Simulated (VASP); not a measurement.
A run of VASP 6.6.1 is set up as follows.

INCAR

```
SYSTEM = C
ALGO = Normal
EDIFF = 1E-6
ENCUT = 520
GGA = PS
ISIF = 2
ISMEAR = 0
LASPH = .True.
LCHARG = .False.
LREAL = .False.
LWAVE = .False.
NBANDS = 11
NELM = 100
PREC = Accurate
SIGMA = 0.05
```

The input KPOINTS:

```
k-points
0
Gamma
  14 14 14
  0 0 0
```

The input POSCAR:

```
C
1.0
    0.0000000000      2.0926875483      3.4586900833
    1.2081900843      0.0000000000      3.4586900833
    1.2081900843      2.0926875483      0.0000000000
C
2
Direct
    0.1666700000      0.8333300000      0.1666700000
    0.8333300000      0.1666700000      0.8333300000
```

Potentials or basis: VASP PAW PBE potentials, release 64 (C).

Command:

```console
$ cat potpaw_PBE.64/C/POTCAR > POTCAR
$ mpirun -np 1 vasp_std > vasp.out
```

(1) Predict the largest force.

(2) Predict the band gap on the k mesh.

(3) Predict the pressure.

## Answers

(1) 0.023 eV/Å.

(2) 0.54 eV, indirect (least direct gap 0.65 eV).

(3) 16.2 GPa.

Caveat: the PAW data sets were made with another functional, which shifts forces and pressure a little.
